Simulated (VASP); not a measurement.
# Pb (Fm-3m) in VASP: a series of runs, part 2 of 2

VASP 6.6.1.

## 3. Single point, r2SCAN50

This run uses another cell than the first one, of 29.11 Å³/atom.

The input, POSCAR:

```
Pb
1.0
    0.0000000000      2.4415696833      2.4415696833
    2.4415696833      0.0000000000      2.4415696833
    2.4415696833      2.4415696833      0.0000000000
Pb
1
Direct
    0.0000000000      0.0000000000      0.0000000000
```

The input, INCAR.step1:

```
ALGO = Normal ; EDIFF = 1E-5
ENCUT = 520 ; GGA = PE
ISIF = 2 ; ISMEAR = -1
LASPH = True ; LCHARG = False
LREAL = False ; LWAVE = True
NBANDS = 13 ; NELM = 80
PREC = Accurate ; SIGMA = 0.05
```

The input, INCAR.step2:

```
AEXX = 0.5 ; ALGO = Normal
EDIFF = 1E-7 ; ENCUT = 520
ISIF = 2 ; ISMEAR = -1
ISTART = 1 ; LASPH = True
LCHARG = False ; LHFCALC = True
LMIXTAU = True ; LREAL = False
LWAVE = False ; METAGGA = R2SCAN
NBANDS = 13 ; NELM = 80
PREC = Accurate ; PRECFOCK = Normal
SIGMA = 0.05
```

The input, KPOINTS:

```
k-points
0
Gamma
  5 5 5
```

Potentials or basis: VASP PAW PBE potentials, release 64 (Pb_d).

Started as:

```bash
> cat potpaw_PBE.64/Pb_d/POTCAR > POTCAR
> cp INCAR.step1 INCAR
> mpirun -np 1 vasp_std > vasp.out
> cp INCAR.step2 INCAR
> mpirun -np 1 vasp_std > vasp.out
```

Run time: 8 min. Hardware: 1 thread of AMD EPYC 7R43 (Zen 3), shared host; peak memory 0.13 GiB.

The run converged. Its results:

```yaml
Free_energy: -32.6601 eV
Pressure: 1.0 GPa
Band_gap_on_the_k_mesh: zero (bands 7 and 8 overlap by 11.73 eV)
```

Levels at points of the mesh, in eV from the Fermi level:
| k point | band 3 | band 4 | band 5 | band 6 | band 7 | band 8 | band 9 | band 10 | band 11 | band 12 |
| --- | --- | --- | --- | --- | --- | --- | --- | --- | --- | --- |
| (0.00, 0.00, 0.00) | -21.36 | -21.17 | -21.17 | -15.25 | 10.93 | 10.93 | 10.93 | 13.00 | 15.41 | 16.09 |

Caveat: the k points lie up to 0.45 Å⁻¹ apart, too coarse for converged energies and pressures of a metal; the PAW data sets were made with another functional, which shifts forces and pressure a little; spin-orbit coupling is left out, which moves the levels of the heavy elements.

## 4. Single point, r2SCAN50

This run uses another cell than the first one, of 29.72 Å³/atom.

The input, POSCAR:

```
Pb
1.0
    0.0000000000      2.4584086270      2.4584086270
    2.4584086270      0.0000000000      2.4584086270
    2.4584086270      2.4584086270      0.0000000000
Pb
1
Direct
    0.0000000000      0.0000000000      0.0000000000
```

The input, INCAR.step1:

```
  PREC = Accurate
  ENCUT = 520
  EDIFF = 1E-5
  ISMEAR = -1
  SIGMA = 0.05
  LREAL = F
  LASPH = T
  NELM = 60
  ALGO = Normal
  ISIF = 2
  LWAVE = T
  NBANDS = 13
  GGA = PE
```

The input, INCAR.step2:

```
  PREC = Accurate
  ENCUT = 520
  EDIFF = 1E-6
  ISMEAR = -1
  SIGMA = 0.05
  LREAL = F
  LASPH = T
  NELM = 60
  ALGO = Normal
  ISIF = 2
  LWAVE = F
  LCHARG = T
  METAGGA = R2SCAN
  LHFCALC = T
  AEXX = 0.5
  LMIXTAU = T
  PRECFOCK = Normal
  LELF = T
  LVHAR = T
  NBANDS = 13
  ISTART = 1
```

The input, KPOINTS:

```
Automatic mesh
0
Gamma
  5 5 5
```

Started as:

```bash
> cat potpaw_PBE.64/Pb_d/POTCAR > POTCAR
> cp INCAR.step1 INCAR
> mpirun -np 1 vasp_std > vasp.out
> cp INCAR.step2 INCAR
> mpirun -np 1 vasp_std > vasp.out
```

Run time: 6.2 min. Hardware: 1 thread of AMD EPYC 7R43 (Zen 3), shared host; peak memory 0.14 GiB.

Results (log left out):

```yaml
Free_energy: -32.6621 eV
Pressure: -0.2 GPa
Band_gap_on_the_k_mesh: zero (bands 7 and 8 overlap by 11.50 eV)
```

Levels at points of the mesh, in eV from the Fermi level:
| k point | band 5 | band 6 | band 7 | band 8 | band 9 | band 10 |
| --- | --- | --- | --- | --- | --- | --- |
| (0.00, 0.00, 0.00) | -21.20 | -15.10 | 10.71 | 10.71 | 10.71 | 12.95 |

Caveat: the k points lie up to 0.44 Å⁻¹ apart, too coarse for converged energies and pressures of a metal; the PAW data sets were made with another functional, which shifts forces and pressure a little; spin-orbit coupling is left out, which moves the levels of the heavy elements.

## 5. Single point, r2SCAN50

This run uses another cell than the first one, of 30.32 Å³/atom.

The input, POSCAR:

```
Pb
1.0
    0.0000000000      2.4750200000      2.4750200000
    2.4750200000      0.0000000000      2.4750200000
    2.4750200000      2.4750200000      0.0000000000
Pb
1
Direct
    0.0000000000      0.0000000000      0.0000000000
```

The input, INCAR.step1:

```
SYSTEM = Pb
PREC     = Accurate       ! precision mode
ENCUT    = 520            ! plane-wave cutoff, eV
EDIFF    = 1E-5           ! SCF threshold, eV
ISMEAR   = -1             ! smearing method
SIGMA    = 0.05           ! smearing width, eV
LREAL    = .FALSE.        ! projectors in reciprocal space
LASPH    = .TRUE.         ! aspherical terms in the spheres
NELM     = 80             ! most SCF steps
ALGO     = Normal         ! electronic algorithm
ISIF     = 2              ! what is computed and relaxed
LWAVE    = .TRUE.         ! write WAVECAR
LCHARG   = .FALSE.        ! write CHGCAR
GGA      = PE             ! functional
NBANDS   = 13             ! bands
```

The input, INCAR.step2:

```
SYSTEM = Pb
PREC     = Accurate       ! precision mode
ENCUT    = 520            ! plane-wave cutoff, eV
EDIFF    = 1E-6           ! SCF threshold, eV
ISMEAR   = -1             ! smearing method
SIGMA    = 0.05           ! smearing width, eV
LREAL    = .FALSE.        ! projectors in reciprocal space
LASPH    = .TRUE.         ! aspherical terms in the spheres
NELM     = 80             ! most SCF steps
ALGO     = Normal         ! electronic algorithm
ISIF     = 2              ! what is computed and relaxed
LWAVE    = .FALSE.        ! write WAVECAR
LCHARG   = .FALSE.        ! write CHGCAR
METAGGA  = R2SCAN         ! meta-GGA
LHFCALC  = .TRUE.         ! exact exchange
AEXX     = 0.5            ! exact-exchange fraction
LMIXTAU  = .TRUE.       
PRECFOCK = Normal       
ISTART   = 1            
NBANDS   = 13             ! bands
```

The input, KPOINTS:

```
regular mesh
0
G
  5 5 5
  0 0 0
```

Started as:

```bash
> cat potpaw_PBE.64/Pb_d/POTCAR > POTCAR
> cp INCAR.step1 INCAR
> mpirun -np 1 vasp_std > vasp.out
> cp INCAR.step2 INCAR
> mpirun -np 1 vasp_std > vasp.out
```

Wall time 6.8 min (1 thread of AMD EPYC 7R43 (Zen 3), shared host); peak memory 0.14 GiB.

Results (log left out):

```
Free energy            : -32.6599 eV
Pressure               : -1.2 GPa
Band gap on the k mesh : zero (bands 7 and 8 overlap by 11.28 eV)
```

Levels at points of the mesh, in eV from the Fermi level:
```tsv
k point	band 4	band 5	band 6	band 7	band 8	band 9	band 10	band 11
(0.00, 0.00, 0.00)	-21.22	-21.22	-14.96	10.50	10.50	10.50	12.89	14.78
```

Caveat: the k points lie up to 0.44 Å⁻¹ apart, too coarse for converged energies and pressures of a metal; the PAW data sets were made with another functional, which shifts forces and pressure a little; spin-orbit coupling is left out, which moves the levels of the heavy elements.

## 6. Single point, r2SCAN50

This run uses another cell than the first one, of 30.93 Å³/atom.

The input, POSCAR:

```
Pb
1.0
    0.0000000000      2.4914113386      2.4914113386
    2.4914113386      0.0000000000      2.4914113386
    2.4914113386      2.4914113386      0.0000000000
Pb
1
Direct
    0.0000000000      0.0000000000      0.0000000000
```

The input, INCAR.step1:

```
ALGO = Normal
EDIFF = 1E-5
ENCUT = 520
GGA = PE
ISIF = 2
ISMEAR = -1
LASPH = T
LCHARG = F
LREAL = F
LWAVE = T
NBANDS = 13
NELM = 60
PREC = Accurate
SIGMA = 0.05
```

The input, INCAR.step2:

```
AEXX = 0.5
ALGO = Normal
EDIFF = 1E-6
ENCUT = 520
ISIF = 2
ISMEAR = -1
ISTART = 1
LASPH = T
LCHARG = F
LHFCALC = T
LMIXTAU = T
LREAL = F
LWAVE = F
METAGGA = R2SCAN
NBANDS = 13
NELM = 60
PREC = Accurate
PRECFOCK = Normal
SIGMA = 0.05
```

The input, KPOINTS:

```
k-points
0
Gamma
  5 5 5
```

Potentials or basis: VASP PAW PBE potentials, release 64 (Pb_d).

Started as:

```bash
> cat potpaw_PBE.64/Pb_d/POTCAR > POTCAR
> cp INCAR.step1 INCAR
> mpirun -np 1 vasp_std > vasp.out
> cp INCAR.step2 INCAR
> mpirun -np 1 vasp_std > vasp.out
```

OUTCAR:

```text
AEXX = 0.5
   EDIFF = 1E-6
   ENCUT = 520
   ISIF = 2
   ISMEAR = -1
   ISTART = 1
   LASPH = T
   LHFCALC = T
   LREAL = F
   METAGGA = R2SCAN
   NELM = 60
   PREC = Accurate
   PRECFOCK = Normal

 ion  position               nearest neighbor table
   1  0.000  0.000  0.000-

  LATTYP: Found a face centered cubic cell.
 ALAT       =     4.9828226772

  Lattice vectors:

 A1 = (   0.0000000000,   2.4914113386,   2.4914113386)
 A2 = (   2.4914113386,   0.0000000000,   2.4914113386)
 A3 = (   2.4914113386,   2.4914113386,   0.0000000000)

Analysis of symmetry for initial positions (statically):
=====================================================================
 Subroutine PRICEL returns:
 Original cell was already a primitive cell.

 Routine SETGRP: Setting up the symmetry group for a
 face centered cubic supercell.

 Subroutine GETGRP returns: Found 48 space group operations
 (whereof 48 operations were pure point group operations)
 out of a pool of 48 trial point group operations.

The static configuration has the point symmetry O_h .

[... 160 lines left out ...]
      1     -15.1170      2.00000
      2     -15.1170      2.00000
      3     -15.1170      2.00000
      4     -14.9645      2.00000
      5     -14.9645      2.00000
      6      -8.5424      2.00000
      7      16.5789      0.00000
      8      16.5789      0.00000
      9      16.5789      0.00000
     10      19.1200      0.00000
     11      20.7545      0.00000
     12      21.7726      0.00000
     13      21.7726      0.00000
[... 130 lines left out ...]
  band No.  band energies     occupation
      1     -15.1277      2.00000
      2     -15.1120      2.00000
      3     -14.9945      2.00000
      4     -14.8925      2.00000
      5     -14.8247      2.00000
      6      -2.8040      2.00000
      7       3.9291      2.00000
      8       6.2554      1.25000
      9       9.5043      0.00000
     10      19.0165      0.00000
     11      20.1096      0.00000
     12      21.6924      0.00000
     13      25.9114      0.00000

------------------------ aborting loop because EDIFF is reached ----------------------------------------

  FORCE on cell =-STRESS in cart. coord.  units (eV):
  Direction    XX          YY          ZZ          XY          YZ          ZX
  --------------------------------------------------------------------------------------
  -------------------------------------------------------------------------------------
  Total       -0.4187770     -0.4187770     -0.4187770     -0.0000000      0.0000000      0.0000000
  in kB      -21.6933757    -21.6933757    -21.6933757     -0.0000000      0.0000000      0.0000000
  external PRESSURE =     -21.6933757 kB  Pullay stress =       0.0000000 kB

 VOLUME and BASIS-vectors are now :
 -----------------------------------------------------------------------------
  energy-cutoff  :      520.00
  volume of cell :       30.93
      direct lattice vectors                 reciprocal lattice vectors
     0.000000000  2.491411339  2.491411339    -0.200689462  0.200689462  0.200689462
     2.491411339  0.000000000  2.491411339     0.200689462 -0.200689462  0.200689462
     2.491411339  2.491411339  0.000000000     0.200689462  0.200689462 -0.200689462

 POSITION                                       TOTAL-FORCE (eV/Angst)
 -----------------------------------------------------------------------------------
      0.00000      0.00000      0.00000         0.000000      0.000000      0.000000
 -----------------------------------------------------------------------------------
    total drift:                               -0.000000      0.000000      0.000000

  FREE ENERGIE OF THE ION-ELECTRON SYSTEM (eV)
  ---------------------------------------------------
  free  energy   TOTEN  =       -32.6540367648 eV

  energy  without entropy=      -32.6413347160  energy(sigma->0) =      -32.64768574
```

Run time: 9 min. Hardware: 1 thread of AMD EPYC 7R43 (Zen 3), shared host; peak memory 0.14 GiB.

Results:

| Property | Result |
| --- | --- |
| Free energy | -32.6540 eV |
| Pressure | -2.2 GPa |
| Band gap on the k mesh | zero (bands 7 and 8 overlap by 11.06 eV) |

Caveat: the k points lie up to 0.44 Å⁻¹ apart, too coarse for converged energies and pressures of a metal; the PAW data sets were made with another functional, which shifts forces and pressure a little; spin-orbit coupling is left out, which moves the levels of the heavy elements.

## 7. The runs side by side

| cell | gap on the mesh (eV) | pressure (GPa) |
| --- | --- | --- |
| a = 3.429 Å, angles 60.0°, 1 atom | none | 2.4 |
| a = 3.453 Å, angles 60.0°, 1 atom | none | 1.0 |
| a = 3.477 Å, angles 60.0°, 1 atom | none | -0.2 |
| a = 3.500 Å, angles 60.0°, 1 atom | none | -1.2 |
| a = 3.523 Å, angles 60.0°, 1 atom | none | -2.2 |

Alike in all rows: task single point; level r2SCAN50; potentials or basis VASP PAW PBE potentials, release 64 (Pb_d); no spin polarisation; k mesh 5 × 5 × 5; cutoff (eV) 520; smearing fermi-dirac 0.05 eV.

Caveats: all runs use coarse meshes; the PAW data sets were made with another functional, which shifts forces and pressure a little; spin-orbit coupling is left out, which moves the levels of the heavy elements.

Total energies depend on the potentials used, so only differences within one code and one set of settings carry meaning.
